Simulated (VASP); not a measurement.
Here is a VASP 6.6.1 calculation.

File INCAR:

```
PREC = Accurate
ENCUT = 500
EDIFF = 1E-7
ISMEAR = 0
SIGMA = 0.02
LREAL = F
LASPH = T
NELM = 120
ALGO = Normal
ISIF = 3
LWAVE = F
LCHARG = F
GGA = PE
IBRION = 2
NSW = 65
EDIFFG = -0.01
GGA_COMPAT = F
NELMIN = 4
```

The input KPOINTS:

```
regular mesh
0
Gamma
  9 9 3
```

The input POSCAR:

```
NaCl
1.0
    4.0267341621      0.0000000000      0.0000000000
   -2.0133670810      3.4872540787      0.0000000000
    0.0000000000      0.0000000000     16.4390862174
Na Cl
5 5
Direct
    0.0000000000      0.0000000000      0.0000000000
    0.3333333333      0.6666666667      0.2000000000
    0.6666666667      0.3333333333      0.4000000000
    0.0000000000      0.0000000000      0.6000000000
    0.6666666667      0.3333333333      0.8000000000
    0.6666666667      0.3333333333      0.1000000000
    0.0000000000      0.0000000000      0.3000000000
    0.3333333333      0.6666666667      0.5000000000
    0.3333333333      0.6666666667      0.7000000000
    0.3333333333      0.6666666667      0.9000000000
```

Potentials or basis: VASP PAW PBE potentials, release 64 (Na_pv, Cl).

Command:

```console
$ cat potpaw_PBE.64/Na_pv/POTCAR potpaw_PBE.64/Cl/POTCAR > POTCAR
$ mpirun -np 1 vasp_std > vasp.out
```

Task: Estimate the space group after relaxing (to 0.1 Å).

Result: P-3m1 (No. 164).

Task: Estimate the relaxed cell.

Result: a = 3.980 Å, b = 3.980 Å, c = 16.984 Å, α = 90.00°, β = 90.00°, γ = 120.00°.

Final structure:
```cif
data_structure
_symmetry_space_group_name_H-M 'P 1'
_symmetry_Int_Tables_number 1
_cell_length_a 3.9799
_cell_length_b 3.9799
_cell_length_c 16.9839
_cell_angle_alpha 90.000
_cell_angle_beta 90.000
_cell_angle_gamma 120.000
_cell_volume 232.97
loop_
_atom_site_label
_atom_site_type_symbol
_atom_site_fract_x
_atom_site_fract_y
_atom_site_fract_z
_atom_site_occupancy
Na1 Na 0.00000 0.00000 0.00496 1
Na2 Na 0.33333 0.66667 0.20000 1
Na3 Na 0.66667 0.33333 0.39504 1
Na4 Na 0.00000 0.00000 0.59622 1
Na5 Na 0.66667 0.33333 0.80378 1
Cl1 Cl 0.66667 0.33333 0.10242 1
Cl2 Cl 0.00000 0.00000 0.29758 1
Cl3 Cl 0.33333 0.66667 0.49267 1
Cl4 Cl 0.33333 0.66667 0.70000 1
Cl5 Cl 0.33333 0.66667 0.90733 1
```
